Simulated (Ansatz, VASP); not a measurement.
## Al in VASP and in Ansatz

The input POSCAR:

```
Al
1.0
   -0.0204552100      1.9706540500      2.0438328400
    2.0026569100      0.0099662700      2.0134113600
    2.0592944800      1.9968701300     -0.0466712900
Al
1
Direct
    0.0000000000      0.0000000000      0.0000000000
```

Contents of INCAR.step1:

```
ALGO = Normal ; EDIFF = 1E-5
ENCUT = 600 ; GGA = PE
ISMEAR = -1 ; LASPH = True
LCHARG = False ; LREAL = False
LWAVE = True ; NBANDS = 8
NELM = 60 ; PREC = Accurate
SIGMA = 0.05
```

INCAR.step2

```
AEXX = 0.25 ; ALGO = Normal
EDIFF = 1E-6 ; EDIFFG = -0.01
ENCUT = 600 ; GGA = PE
HFSCREEN = 0.3 ; IBRION = 2
ISIF = 3 ; ISMEAR = -1
ISTART = 1 ; LASPH = True
LCHARG = False ; LHFCALC = True
LREAL = False ; LWAVE = False
NELM = 60 ; NSW = 60
PREC = Accurate ; PRECFOCK = Normal
SIGMA = 0.05
```

Contents of KPOINTS:

```
k-points
0
Gamma
  6 6 6
```

input.yaml

```yaml
crystal:
  lattice:
    - [-0.02045521, 1.97065405, 2.04383284]
    - [2.00265691, 0.00996627, 2.01341136]
    - [2.05929448, 1.99687013, -0.04667129]
  atoms:
    - { symbol: Al, position: [0.0, 0.0, 0.0] }
hamiltonian:
  xc: { exchange: pbe, correlation: pbe, exx: { coeff: 0.25, omega: 0.3 } }
  pseudopotentials: { kind: paw }
kpoints:
  mp_grid: { grid: [6, 6, 6] }
scf:
  occupations: { method: fermi_dirac, width: 0.05 }
output:
  forces: true
  stress: true
  eigenvalues: true
  write_density: true
  write_potential: true
  elf: true
  volumetric_format: npy
relax:
  f_tol: 0.01
  max_steps: 40
  cell: { stress_tol: 0.05 }
```

Change from the starting cell: cell sheared at random, sigma 0.03, atoms nudged by 0.01 Å.

Alike in both runs: task relaxation of cell and atoms; functional PBE-based screened hybrid; k mesh 6 × 6 × 6; occupations fermi-dirac, width 0.05 eV; no spin polarisation.

|  | VASP | Ansatz |
| --- | --- | --- |
| version | VASP 6.6.1 | Ansatz 0.2.0 |
| potentials or method | VASP PAW PBE potentials, release 64 (Al) | Ansatz PAW |
| plane-wave cutoff (eV) | 600 | 420 |
| valence electrons in the cell | 3 | 3 |

```csv
,VASP,Ansatz,Ansatz less VASP
"gap on the k mesh at the Fermi level, each at its own relaxed structure (eV)",none,none,-
relaxed volume (Å³/atom),16.45,16.43,-0.017
relaxed cell length with the largest relative difference (Å),2.837,2.833,-0.0041
```

VASP's potentials were made for PBE, not for PBE-based screened hybrid. A gap of «none» marks a metal or a gap that the smearing closes.

The k mesh is coarse, so the values compare programs but aren't converged. Noted on Ansatz's run: the plane-wave basis is chosen anew once the cell has moved, so the energies of steps on either side of that aren't comparable.
